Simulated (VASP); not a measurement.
Wanted: the native input for a VASP 6.6.1 run.

- Task: G0W0 quasiparticle levels
- Functional: PBE
- Potentials or basis: VASP PAW PBE potentials, release 64 (Cd_GW, S_GW)
- Cutoff: 500 eV
- k mesh: 4 × 4 × 4
- Occupations: gaussian, width 0.01 eV
- Spin: no spin polarisation
- Dipole correction: no
- GW scheme: G0W0
- GW iterations: 1
- Cutoff of the response function: 150
- Frequency points: 96
- Empty bands: 214
- Further INCAR settings: ALGO = EVGW0; EDIFF = 1e-08; NBANDS = 223

Crystal: CdS.

```xyz
2
Lattice="0.0000 3.0274 2.7996 3.0274 0.0000 2.7996 3.0274 3.0274 0.0000" Properties=species:S:1:pos:R:3 pbc="T T T"
Cd    0.0000    0.0000    0.0000
S     1.5137    1.5137    1.3998
```

These files were run (other wordings do the same):

POSCAR

```
CdS
1.0
    0.0000000000      3.0273912883      2.7995997332
    3.0273912883      0.0000000000      2.7995997332
    3.0273912883      3.0273912883      0.0000000000
Cd S
1 1
Direct
    0.0000000000      0.0000000000      0.0000000000
    0.2500000000      0.2500000000      0.2500000000
```

INCAR.step1

```
PREC = Accurate
ENCUT = 500
EDIFF = 1E-8
ISMEAR = 0
SIGMA = 0.01
LREAL = False
LASPH = True
NELM = 60
ALGO = Normal
LWAVE = True
LCHARG = False
GGA = PE
```

INCAR.step2

```
PREC = Accurate
ENCUT = 500
EDIFF = 1E-8
ISMEAR = 0
SIGMA = 0.01
LREAL = False
LASPH = True
NELM = 1
ALGO = Exact
LWAVE = True
LCHARG = False
GGA = PE
NBANDS = 223
LOPTICS = True
ISTART = 1
```

INCAR.step3

```
PREC = Accurate
ENCUT = 500
EDIFF = 1E-8
ISMEAR = 0
SIGMA = 0.01
LREAL = False
LASPH = True
ALGO = EVGW0
LWAVE = False
LCHARG = False
GGA = PE
NELMGW = 1
NBANDS = 223
ENCUTGW = 150.0
NOMEGA = 96
PRECFOCK = Fast
ISTART = 1
NBANDSGW = 17
OMEGAMAX = 30
```

KPOINTS

```
regular mesh
0
Gamma
  4 4 4
```

Potentials or basis: VASP PAW PBE potentials, release 64 (Cd_GW, S_GW).

Command:

```sh
$ cat potpaw_PBE.64/Cd_GW/POTCAR potpaw_PBE.64/S_GW/POTCAR > POTCAR
$ cp INCAR.step1 INCAR
$ mpirun -np 1 vasp_std > vasp.out
$ cp INCAR.step2 INCAR
$ mpirun -np 1 vasp_std > vasp.out
$ cp INCAR.step3 INCAR
$ mpirun -np 1 vasp_std > vasp.out
```

Results of the run:

```
Quasiparticle gap                                   : 1.71 eV
Least direct quasiparticle gap                      : 1.71 eV
Band gap of the starting levels on the mesh         : 0.92 eV
Least direct gap of the starting levels on the mesh : 0.92 eV
```

Caveat: the k points lie up to 0.46 Å⁻¹ apart; bands, screening cutoff and mesh are small and nothing is extrapolated, so the quasiparticle values aren't converged; the structure was generated, so it needn't be the stable form of CdS.

Wall time 6.6 min on 1 thread of Intel(R) Xeon(R) 6975P-C (Granite Rapids) (shared host), peak memory 0.72 GiB.
